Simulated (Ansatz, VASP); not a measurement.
# Two plane-wave programs on HfO2

```
Hf O
1.0
     5.51616    0.00000    0.00000
    -2.75808    4.77714    0.00000
     0.00000    0.00000    2.86164
Hf O
2 4
Direct
  0.33333 0.66667 0.50000
  0.66667 0.33333 0.50000
  0.50000 0.00000 0.00000
  0.00000 0.50000 0.00000
  0.50000 0.50000 0.00000
  0.00000 0.00000 0.00000
```

Alike in both runs: functional PBE; k mesh 6 × 6 × 6; occupations gaussian, width 0.1 eV; no spin polarisation.

Ansatz relaxed the structure, and its values are those at the end. VASP's run is a single point on that final structure, the one shown.

|  | VASP | Ansatz |
| --- | --- | --- |
| version | VASP 6.6.1 | Ansatz 0.2.0 |
| potentials or method | VASP PAW PBE potentials, release 64 (Hf_pv, O), cutoff 520 eV | scalar-relativistic, plane waves, PAW |
| valence electrons in the cell | 44 | 76 |

Ansatz gave:

| Item | Value |
| --- | --- |
| gap on the k mesh at the Fermi level (eV) | none |
| pressure (GPa) | 0.0 |

Estimate VASP's values.

gap on the k mesh at the Fermi level (eV): none; pressure (GPa): -2.5.

A gap of «none» marks a metal or a gap that the smearing closes. VASP's potentials hold 44 valence electrons a cell and Ansatz's 76, so a difference there can come from the potentials and not from the codes.

The k mesh is coarse, so the values compare programs but aren't converged. Neither program's run includes spin-orbit coupling.
